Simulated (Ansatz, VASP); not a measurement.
## NaF: VASP beside Ansatz

```
Na F
1.0
     0.00000    2.43947    2.38138
     2.43947    0.00000    2.38138
     2.43947    2.43947    0.00000
Na F
1 1
Direct
  0.00000 0.00000 0.00000
  0.50000 0.50000 0.50000
```

Change from the starting cell: strain +0.050 along x and y, +0.025 along z, atoms carried along.

Alike in both runs: task single point; functional PBEsol; k mesh 8 × 8 × 8; occupations gaussian, width 0.05 eV; no spin polarisation.

|  | VASP | Ansatz |
| --- | --- | --- |
| version | VASP 6.6.1 | Ansatz 0.2.0 |
| potentials or method | VASP PAW PBE potentials, release 64 (Na_pv, F), cutoff 520 eV | scalar-relativistic, plane waves, PAW |
| valence electrons in the cell | 14 | 16 |

```csv
,VASP,Ansatz,Ansatz less VASP
gap on the k mesh at the Fermi level (eV),5.54,5.55,+0.016
least direct gap on the mesh (eV),5.54,5.55,+0.016
pressure (GPa),-4.8,-4.7,+0.07
"traceless stress, the component that is largest in VASP (GPa)",0.58,0.55,-0.030
```

VASP's potentials were made for PBE, not for PBEsol. VASP's potentials hold 14 valence electrons a cell and Ansatz's 16, so a difference there can come from the potentials and not from the codes.
